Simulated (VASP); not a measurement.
A run of VASP 6.6.1:

Contents of INCAR:

```
PREC = Accurate ; ENCUT = 520
EDIFF = 1E-7 ; ISMEAR = 0
SIGMA = 0.05 ; LREAL = False
LASPH = True ; NELM = 100
ALGO = Normal ; ISIF = 2
LWAVE = False ; LCHARG = False
GGA = PS ; NBANDS = 35
```

KPOINTS

```
Automatic mesh
0
Gamma
  6 6 6
```

File POSCAR:

```
Al2O3
1.0
    2.2319544554      1.2886195057      4.1664637804
   -2.2319544554      1.2886195057      4.1664637804
    0.0000000000     -2.5772390113      4.1664637804
Al O
4 6
Direct
    0.8520350473      0.8520350473      0.8520350473
    0.6479649527      0.6479649527      0.6479649527
    0.1479649527      0.1479649527      0.1479649527
    0.3520350473      0.3520350473      0.3520350473
    0.0558571577      0.4441428423      0.7500000000
    0.7500000000      0.0558571577      0.4441428423
    0.4441428423      0.7500000000      0.0558571577
    0.9441428423      0.5558571577      0.2500000000
    0.2500000000      0.9441428423      0.5558571577
    0.5558571577      0.2500000000      0.9441428423
```

Potentials or basis: VASP PAW PBE potentials, release 64 (Al, O).

Command:

```console
$ cat potpaw_PBE.64/Al/POTCAR potpaw_PBE.64/O/POTCAR > POTCAR
$ mpirun -np 1 vasp_std > vasp.out
```

Hardware: 1 thread of AMD EPYC 9R45 96-Core Processor (Zen 5) (shared host).

Question: How long does it take, and how much memory?

Answer: Run time: 54 s on 1 thread of AMD EPYC 9R45 96-Core Processor (Zen 5) (shared host), peak memory 0.19 GiB. Counts: scf iterations 13, k points 32.
